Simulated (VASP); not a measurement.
**AlCr2C (mix): single point with PBE**

The system is AlCr2C (mix).

```
CELL_PARAMETERS angstrom
2.82510 0.00000 0.00000
-1.41255 2.44661 0.00000
0.00000 0.00000 12.60137
ATOMIC_POSITIONS crystal
Al 0.66667 0.33333 0.25000
Al 0.33333 0.66667 0.75000
Cr 0.33333 0.66667 0.41494
Cr 0.66667 0.33333 0.91494
Cr 0.66667 0.33333 0.58506
Cr 0.33333 0.66667 0.08506
C 0.00000 0.00000 0.50000
C 0.00000 0.00000 0.00000
```

- Program: VASP 6.6.1
- Task: single point
- Functional: PBE
- Potentials or basis: VASP PAW PBE potentials, release 64 (Al, Cr_pv, C)
- Cutoff: 520 eV
- k mesh: 9 × 9 × 2
- Occupations: gaussian, width 0.1 eV
- Spin: no spin polarisation
- Dipole correction: no
- Further INCAR settings: ALGO = Normal; EDIFF = 1e-07; NBANDS = 41

- Pressure: 3.7 GPa
- Largest force: 0.045 eV/Å
- Band gap on the k mesh: zero (band 31 reaches 10.55 eV, above the bottom of band 32 at 9.77 eV)

Forces on the atoms (eV/Å):
```
Al   0.000  0.000  0.000
Al   0.000  0.000  0.000
Cr   0.000  0.000 -0.045
Cr   0.000  0.000 -0.045
Cr   0.000  0.000  0.045
Cr   0.000  0.000  0.045
C    0.000  0.000  0.000
C    0.000  0.000  0.000
```

Stress tensor (GPa, compression positive):
```
3.65 0.00 0.00
0.00 3.65 0.00
0.00 0.00 3.78
```

Levels at points of the mesh, in eV from the Fermi level:
| k point | band 29 | band 30 | band 31 | band 32 | band 33 | band 34 |
| --- | --- | --- | --- | --- | --- | --- |
| (0.00, 0.00, 0.00) | -1.02 | -1.02 | -0.20 | -0.20 | -0.17 | -0.17 |
| (0.00, 0.00, 0.50) | -1.03 | -1.03 | -0.19 | -0.19 | -0.19 | -0.19 |

Run time: 82 s on 1 thread of Intel(R) Xeon(R) Platinum 8488C (Sapphire Rapids), with other jobs on the host, peak memory 0.25 GiB.

Spin polarisation is off, so any magnetic state and its effect on volume and gap are missing.
